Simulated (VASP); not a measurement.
Wanted: the native input for a VASP 6.6.1 run.

```yaml
Task: single point
Functional: r2SCAN
Potentials_or_basis: VASP PAW PBE potentials, release 64 (Al, Ga_d, N)
Cutoff: 520 eV
k_mesh: 8 × 8 × 6
Occupations: gaussian, width 0.05 eV
Spin: no spin polarisation
Dipole_correction: no
Further_INCAR_settings: ALGO = Normal; EDIFF = 1e-06; NBANDS = 21
```

The system is AlGaN2.

```
Al Ga N
1.0
     3.07806    0.00000    0.00000
     0.00000    3.07806    0.00000
     0.00000    0.00000    4.42384
Al Ga N
1 1 2
Direct
  0.50000 0.50000 0.50000
  0.00000 0.00000 0.00000
  0.50000 0.00000 0.73826
  0.00000 0.50000 0.26174
```

This cell differs from its parent crystal: strain -0.0200 x Voigt [1, 1, 0, 0, 0, 0].

These files were run (other wordings do the same):

POSCAR

```
AlGaN2
1.0
    3.0780595077      0.0000000000      0.0000000000
    0.0000000000      3.0780595077      0.0000000000
    0.0000000000      0.0000000000      4.4238379400
Al Ga N
1 1 2
Direct
    0.5000000000      0.5000000000      0.5000000000
    0.0000000000      0.0000000000      0.0000000000
    0.5000000000      0.0000000000      0.7382648100
    0.0000000000      0.5000000000      0.2617351900
```

INCAR.step1

```
SYSTEM = AlGaN2
PREC = Accurate
ENCUT = 520
ISMEAR = 0
SIGMA = 0.05
LREAL = .False.
LASPH = .True.
NELM = 60
NBANDS = 21
GGA = PE
ALGO = Normal
EDIFF = 1E-4
LWAVE = .True.
LCHARG = .False.
```

INCAR.step2

```
SYSTEM = AlGaN2
PREC = Accurate
ENCUT = 520
EDIFF = 1E-6
ISMEAR = 0
SIGMA = 0.05
LREAL = .False.
LASPH = .True.
NELM = 60
ALGO = Normal
ISIF = 2
LWAVE = .False.
LCHARG = .False.
METAGGA = R2SCAN
LMIXTAU = .True.
NBANDS = 21
ISTART = 1
```

KPOINTS

```
Automatic mesh
0
Gamma
  8 8 6
  0 0 0
```

Potentials or basis: VASP PAW PBE potentials, release 64 (Al, Ga_d, N).

Command:

```bash
$ cat potpaw_PBE.64/Al/POTCAR potpaw_PBE.64/Ga_d/POTCAR potpaw_PBE.64/N/POTCAR > POTCAR
$ cp INCAR.step1 INCAR
$ mpirun -np 1 vasp_std > vasp.out
$ cp INCAR.step2 INCAR
$ mpirun -np 1 vasp_std > vasp.out
```

Results of the run:

```
Pressure               : 9.0 GPa
Largest force          : 0.036 eV/Å
Band gap on the k mesh : 3.64 eV
```

Caveat: the cell differs from its parent crystal (strain -0.0200 x Voigt [1, 1, 0, 0, 0, 0]); the cell stands under pressure; the PAW data sets were made with another functional, which shifts forces and pressure a little.

It took 2.7 min on 1 thread of Intel Xeon 8259CL, with other jobs on the host, peak memory 0.2 GiB.
